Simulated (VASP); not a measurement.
# N in VASP: a series of runs, part 2 of 3

VASP 6.6.1. Earlier steps stand in the parts before.

## Step 3: Electric field gradients, PBEsol (42.36 Å³/atom)

This run uses another cell than the first one, of 42.36 Å³/atom.

The input, INCAR:

```
PREC = Accurate ; ENCUT = 520
EDIFF = 1E-8 ; ISMEAR = -1
SIGMA = 0.02 ; LREAL = False
LASPH = True ; NELM = 100
ALGO = Normal ; ISIF = 2
LWAVE = False ; LCHARG = False
GGA = PS ; LEFG = True
NBANDS = 18
```

The input, KPOINTS:

```
Automatic mesh
0
Gamma
  4 4 4
```

The input, POSCAR:

```
N
1.0
    5.5336819281      0.0000000000      0.0000000000
    0.0000000000      5.5336819281      0.0000000000
    0.0000000000      0.0000000000      5.5336819281
N
4
Direct
    0.0300000000      0.0300000000      0.0300000000
    0.4700000000      0.9700000000      0.5300000000
    0.5300000000      0.4700000000      0.9700000000
    0.9700000000      0.5300000000      0.4700000000
```

Potentials or basis: VASP PAW PBE potentials, release 64 (N).

Started as:

```sh
cat potpaw_PBE.64/N/POTCAR > POTCAR
mpirun -np 1 vasp_std > vasp.out
```

OUTCAR:

```text
PREC = Accurate
   ENCUT = 520
   EDIFF = 1E-8
   ISMEAR = -1
   LREAL = False
   LASPH = True
   NELM = 100
   ISIF = 2
   GGA = PS

 ion  position               nearest neighbor table
   1  0.030  0.030  0.030-
   2  0.470  0.970  0.530-
   3  0.530  0.470  0.970-
   4  0.970  0.530  0.470-

  LATTYP: Found a simple cubic cell.
 ALAT       =     5.5336819281

  Lattice vectors:

 A1 = (   5.5336819281,   0.0000000000,   0.0000000000)
 A2 = (   0.0000000000,   5.5336819281,   0.0000000000)
 A3 = (   0.0000000000,   0.0000000000,   5.5336819281)

Analysis of symmetry for initial positions (statically):
=====================================================================
 Subroutine PRICEL returns:
 Original cell was already a primitive cell.

 Routine SETGRP: Setting up the symmetry group for a
 simple cubic supercell.

 Subroutine GETGRP returns: Found 12 space group operations
 (whereof  3 operations were pure point group operations)
 out of a pool of 48 trial point group operations.

The static configuration has the point symmetry C_3 .
 The point group associated with its full space group is T   .

Analysis of symmetry for dynamics (positions and initial velocities):
=====================================================================
 Subroutine PRICEL returns:
 Original cell was already a primitive cell.

[... 369 lines left out ...]
      5      -5.9739      2.00000
      6      -5.9739      2.00000
[... 10 lines left out ...]
     17       4.5002      0.00000
     18       4.5002      0.00000

------------------------ aborting loop because EDIFF is reached ----------------------------------------

  FORCE on cell =-STRESS in cart. coord.  units (eV):
  Direction    XX          YY          ZZ          XY          YZ          ZX
  --------------------------------------------------------------------------------------
  -------------------------------------------------------------------------------------
  Total       -5.1024209     -5.1024209     -5.1024209      0.0000000      0.0000000     -0.0000000
  in kB      -48.2441081    -48.2441081    -48.2441081      0.0000000      0.0000000     -0.0000000
  external PRESSURE =     -48.2441081 kB  Pullay stress =       0.0000000 kB

 VOLUME and BASIS-vectors are now :
 -----------------------------------------------------------------------------
  energy-cutoff  :      520.00
  volume of cell :      169.45
      direct lattice vectors                 reciprocal lattice vectors
     5.533681928  0.000000000  0.000000000     0.180711507  0.000000000  0.000000000
     0.000000000  5.533681928  0.000000000     0.000000000  0.180711507  0.000000000
     0.000000000  0.000000000  5.533681928     0.000000000  0.000000000  0.180711507

 POSITION                                       TOTAL-FORCE (eV/Angst)
 -----------------------------------------------------------------------------------
      0.16601      0.16601      0.16601         0.251063      0.251063      0.251063
      2.60083      5.36767      2.93285        -0.251063     -0.251063      0.251063
      2.93285      2.60083      5.36767         0.251063     -0.251063     -0.251063
      5.36767      2.93285      2.60083        -0.251063      0.251063     -0.251063
 -----------------------------------------------------------------------------------
    total drift:                                0.000000      0.000000      0.000000

  FREE ENERGIE OF THE ION-ELECTRON SYSTEM (eV)
  ---------------------------------------------------
  free  energy   TOTEN  =        -2.8573842460 eV

  energy  without entropy=       -2.8225252256  energy(sigma->0) =       -2.83995474

 Electric field gradients (V/A^2)
---------------------------------------------------------------------
 ion       V_xx      V_yy      V_zz      V_xy      V_xz      V_yz
---------------------------------------------------------------------
   1      -0.000    -0.000     0.000    -3.318    -3.318    -3.318
   2      -0.000    -0.000     0.000    -3.318     3.318     3.318
   3      -0.000    -0.000     0.000     3.318     3.318    -3.318
   4      -0.000    -0.000     0.000     3.318    -3.318     3.318
---------------------------------------------------------------------

 Electric field gradients after diagonalization (V/A^2)
 (convention: |V_zz| > |V_xx| > |V_yy|)
----------------------------------------------------------------------
 ion       V_xx      V_yy      V_zz     asymmetry (V_yy - V_xx)/ V_zz
----------------------------------------------------------------------
   1       3.318     3.318    -6.636       0.000
   2       3.318     3.318    -6.636       0.000
   3       3.318     3.318    -6.636       0.000
   4       3.318     3.318    -6.636       0.000
----------------------------------------------------------------------

           NMR quadrupolar parameters

 Cq : quadrupolar parameter    Cq=e*Q*V_zz/h
 eta: asymmetry parameters     (V_yy - V_xx)/ V_zz
 Q  : nuclear electric quadrupole moment in mb (millibarn)
----------------------------------------------------------------------
 ion       Cq(MHz)       eta       Q (mb)
----------------------------------------------------------------------
   1      -0.016       0.000       1.000
   2      -0.016       0.000       1.000
   3      -0.016       0.000       1.000
   4      -0.016       0.000       1.000
----------------------------------------------------------------------
```

OSZICAR:

```text
N       E                     dE             d eps       ncg     rms          rms(c)
DAV:   1     0.905061869863E+02    0.90506E+02   -0.70840E+03   396   0.833E+02
DAV:   2     0.511717985429E+01   -0.85389E+02   -0.84188E+02   588   0.167E+02
DAV:   3    -0.273118588243E+01   -0.78484E+01   -0.74644E+01   434   0.511E+01
DAV:   4    -0.297209608486E+01   -0.24091E+00   -0.23730E+00   428   0.921E+00
DAV:   5    -0.297858022198E+01   -0.64841E-02   -0.64785E-02   438   0.144E+00    0.206E+00
DAV:   6    -0.285748675843E+01    0.12109E+00   -0.34275E-01   424   0.277E+00    0.544E-01
DAV:   7    -0.285328445402E+01    0.42023E-02   -0.44223E-02   558   0.101E+00    0.268E-01
DAV:   8    -0.285508745431E+01   -0.18030E-02   -0.12075E-03   446   0.176E-01    0.149E-01
DAV:   9    -0.285732243178E+01   -0.22350E-02   -0.19346E-03   408   0.264E-01    0.238E-02
DAV:  10    -0.285734443816E+01   -0.22006E-04   -0.32221E-05   568   0.261E-02    0.147E-02
DAV:  11    -0.285738375271E+01   -0.39315E-04   -0.42050E-05   410   0.363E-02    0.332E-03
DAV:  12    -0.285738394736E+01   -0.19465E-06   -0.34167E-06   550   0.892E-03    0.969E-04
DAV:  13    -0.285738424856E+01   -0.30120E-06   -0.22320E-07   412   0.283E-03    0.543E-04
DAV:  14    -0.285738424605E+01    0.25123E-08   -0.33652E-08   426   0.106E-03
   1 F= -.28573842E+01 E0= -.28399547E+01  d E =-.348590E-01
```

stdout:

```text
POSCAR found type information on POSCAR N
 POSCAR found :  1 types and       4 ions
 scaLAPACK will be used
 -----------------------------------------------------------------------------
|                                                                             |
|                                                                             |
|     You enforced a specific xc type in the INCAR file but a different       |
|     I HOPE YOU KNOW WHAT YOU ARE DOING!                                     |
|                                                                             |
 -----------------------------------------------------------------------------

 LDA part: xc-table for (Slater+PW92), standard interpolation
 POSCAR, INCAR and KPOINTS ok, starting setup
 FFT: planning ... GRIDC
 FFT: planning ... GRID_SOFT
 FFT: planning ... GRID
 WAVECAR not read
 entering main loop
ion   1

ion   2

ion   3

ion   4
```

It took 43 s on 1 thread of Intel Xeon 8259CL, shared host; peak memory 0.25 GiB.

Results:

```
Free energy                             : -2.8574 eV
Pressure                                : -4.8 GPa
Largest force                           : 0.435 eV/Å
Band gap on the k mesh                  : zero (bands 10 and 11 overlap by 0.18 eV)
Largest electric field gradient by atom : N -6.6 V/Å²
```

Forces on the atoms (eV/Å):
```
N    0.251  0.251  0.251
N   -0.251 -0.251  0.251
N    0.251 -0.251 -0.251
N   -0.251  0.251 -0.251
```

Levels at points of the mesh, in eV from the Fermi level:
```csv
k point,band 6,band 7,band 8,band 9,band 10,band 11,band 12,band 13,band 14,band 15
"(0.00, 0.00, 0.00)",-0.53,-0.53,-0.03,-0.03,-0.03,0.01,0.01,0.06,0.28,0.28
"(0.50, 0.00, 0.00)",-0.35,-0.29,-0.29,-0.19,-0.19,0.02,0.02,0.15,0.15,0.17
"(0.50, 0.50, 0.00)",-0.44,-0.36,-0.36,-0.16,-0.16,0.00,0.00,0.20,0.20,0.24
"(0.50, 0.50, 0.50)",-0.63,-0.63,-0.63,0.18,0.18,0.18,0.18,0.20,0.20,0.20
```

Electric field gradients, principal values (V/Å²):
| atom | least | middle | greatest (by size) |
| --- | --- | --- | --- |
| 1 N | 3.318 | 3.318 | -6.636 |
| 2 N | 3.318 | 3.318 | -6.636 |
| 3 N | 3.318 | 3.318 | -6.636 |
| 4 N | 3.318 | 3.318 | -6.636 |

Caveat: the cell stands under tension; without QUAD_EFG the Cq values of the log hold for a quadrupole moment of 1 mb, not for the nuclei; the PAW data sets were made with another functional, which shifts forces and pressure a little.

## Step 4: Electric field gradients, PBEsol (44.17 Å³/atom)

This run uses another cell than the first one, of 44.17 Å³/atom.

The input, INCAR:

```
ALGO = Normal ; EDIFF = 1E-8
ENCUT = 520 ; GGA = PS
ISIF = 2 ; ISMEAR = -1
LASPH = T ; LCHARG = F
LEFG = T ; LREAL = F
LWAVE = F ; NBANDS = 18
NELM = 60 ; PREC = Accurate
SIGMA = 0.02
```

The input, KPOINTS:

```
k-points
0
Gamma
  4 4 4
```

The input, POSCAR:

```
N
1.0
    5.6110861060      0.0000000000      0.0000000000
    0.0000000000      5.6110861060      0.0000000000
    0.0000000000      0.0000000000      5.6110861060
N
4
Direct
    0.0300000000      0.0300000000      0.0300000000
    0.4700000000      0.9700000000      0.5300000000
    0.5300000000      0.4700000000      0.9700000000
    0.9700000000      0.5300000000      0.4700000000
```

Potentials or basis: VASP PAW PBE potentials, release 64 (N).

Started as:

```sh
cat potpaw_PBE.64/N/POTCAR > POTCAR
mpirun -np 1 vasp_std > vasp.out
```

OUTCAR:

```text
EDIFF = 1E-8
   ENCUT = 520
   GGA = PS
   ISIF = 2
   ISMEAR = -1
   LASPH = T
   LREAL = F
   NELM = 60
   PREC = Accurate

 ion  position               nearest neighbor table
   1  0.030  0.030  0.030-
   2  0.470  0.970  0.530-
   3  0.530  0.470  0.970-
   4  0.970  0.530  0.470-

  LATTYP: Found a simple cubic cell.
 ALAT       =     5.6110861060

  Lattice vectors:

 A1 = (   5.6110861060,   0.0000000000,   0.0000000000)
 A2 = (   0.0000000000,   5.6110861060,   0.0000000000)
 A3 = (   0.0000000000,   0.0000000000,   5.6110861060)
[... 440 lines left out ...]
---------------------------------------------------------------------
 ion       V_xx      V_yy      V_zz      V_xy      V_xz      V_yz
---------------------------------------------------------------------
   1       0.000     0.000    -0.000    -3.128    -3.128    -3.128
   2       0.000    -0.000    -0.000    -3.128     3.128     3.128
   3       0.000     0.000    -0.000     3.128     3.128    -3.128
   4       0.000    -0.000    -0.000     3.128    -3.128     3.128
---------------------------------------------------------------------

 Electric field gradients after diagonalization (V/A^2)
 (convention: |V_zz| > |V_xx| > |V_yy|)
----------------------------------------------------------------------
 ion       V_xx      V_yy      V_zz     asymmetry (V_yy - V_xx)/ V_zz
----------------------------------------------------------------------
   1       3.128     3.128    -6.257       0.000
   2       3.128     3.128    -6.257       0.000
   3       3.128     3.128    -6.257       0.000
   4       3.128     3.128    -6.257       0.000
----------------------------------------------------------------------

           NMR quadrupolar parameters

 Cq : quadrupolar parameter    Cq=e*Q*V_zz/h
 eta: asymmetry parameters     (V_yy - V_xx)/ V_zz
 Q  : nuclear electric quadrupole moment in mb (millibarn)
----------------------------------------------------------------------
 ion       Cq(MHz)       eta       Q (mb)
----------------------------------------------------------------------
   1      -0.015       0.000       1.000
   2      -0.015       0.000       1.000
   3      -0.015       0.000       1.000
   4      -0.015       0.000       1.000
----------------------------------------------------------------------
```

stdout:

```text
POSCAR found type information on POSCAR N
 POSCAR found :  1 types and       4 ions
 scaLAPACK will be used
 -----------------------------------------------------------------------------
|                                                                             |
|                                                                             |
|     You enforced a specific xc type in the INCAR file but a different       |
|     I HOPE YOU KNOW WHAT YOU ARE DOING!                                     |
|                                                                             |
 -----------------------------------------------------------------------------

 LDA part: xc-table for (Slater+PW92), standard interpolation
 POSCAR, INCAR and KPOINTS ok, starting setup
 FFT: planning ... GRIDC
 FFT: planning ... GRID_SOFT
 FFT: planning ... GRID
 WAVECAR not read
 entering main loop
ion   1

ion   2

ion   3

ion   4
```

Wall time 49 s (1 thread of Intel Xeon 8259CL, shared host); peak memory 0.25 GiB.

What came out:

- Free energy: -2.6531 eV
- Pressure: -4.4 GPa
- Largest force: 0.406 eV/Å
- Band gap on the k mesh: zero (bands 10 and 11 overlap by 0.16 eV)
- Largest electric field gradient by atom: N -6.3 V/Å²

Forces on the atoms (eV/Å):
```
N    0.234  0.234  0.234
N   -0.234 -0.234  0.234
N    0.234 -0.234 -0.234
N   -0.234  0.234 -0.234
```

Electric field gradients, principal values (V/Å²):
| atom | least | middle | greatest (by size) |
| --- | --- | --- | --- |
| 1 N | 3.128 | 3.128 | -6.257 |
| 2 N | 3.128 | 3.128 | -6.257 |
| 3 N | 3.128 | 3.128 | -6.257 |
| 4 N | 3.128 | 3.128 | -6.257 |

Caveat: the cell stands under tension; without QUAD_EFG the Cq values of the log hold for a quadrupole moment of 1 mb, not for the nuclei; the PAW data sets were made with another functional, which shifts forces and pressure a little.

(Continued in part 3 of 3.)
